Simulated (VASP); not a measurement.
Crystal: CuO.

```
Cu O
1.0
     2.87950    0.00000    0.00000
     0.03907    2.87928    0.00000
     0.01750    0.01724    5.17634
Cu O
2 2
Cartesian
  0.0195 1.4396 0.0000
  1.4485 0.0086 2.5882
  2.8881 0.0177 3.8817
  0.0479 2.8788 1.2947
```

```yaml
Program: VASP 6.6.1
Task: relaxation of cell and atoms
Functional: PBE
Potentials_or_basis: VASP PAW PBE potentials, release 64 (Cu, O)
Cutoff: 600 eV
k_mesh: 7 × 7 × 4
Occupations: fermi-dirac, width 0.05 eV
Spin: no spin polarisation
```

At the start: pressure 6.4 GPa; volume 10.73 Å³/atom.

Question: How do energy, volume and symmetry change on relaxing?

Answer: Over 5 steps the energy falls by 10.6 meV/atom and the volume is 11.24 Å³/atom (+4.7 %); space group P4_2/mmc (No. 131, to 0.1 Å) before and after.

Step by step:
| step | energy change (eV) | largest force (eV/Å) | pressure (GPa) | volume (Å³) |
| --- | --- | --- | --- | --- |
| 1 | 0.0000 | 0.0113 | 6.42 | 42.92 |
| 2 | -0.0263 | 0.0093 | -3.08 | 45.64 |
| 3 | -0.0349 | 0.0090 | -0.13 | 44.71 |
| 4 | -0.0403 | 0.0066 | -0.09 | 44.82 |
| 5 | -0.0426 | 0.0059 | -0.01 | 44.95 |

Final structure:
```
CELL_PARAMETERS angstrom
2.95070 -0.00178 -0.00049
0.03826 2.95005 -0.00027
0.01705 0.01719 5.16350
ATOMIC_POSITIONS crystal
Cu 0.00000 0.50000 0.00000
Cu 0.50000 0.00000 0.50000
O 0.99865 0.00140 0.75004
O 0.00135 0.99860 0.24996
```
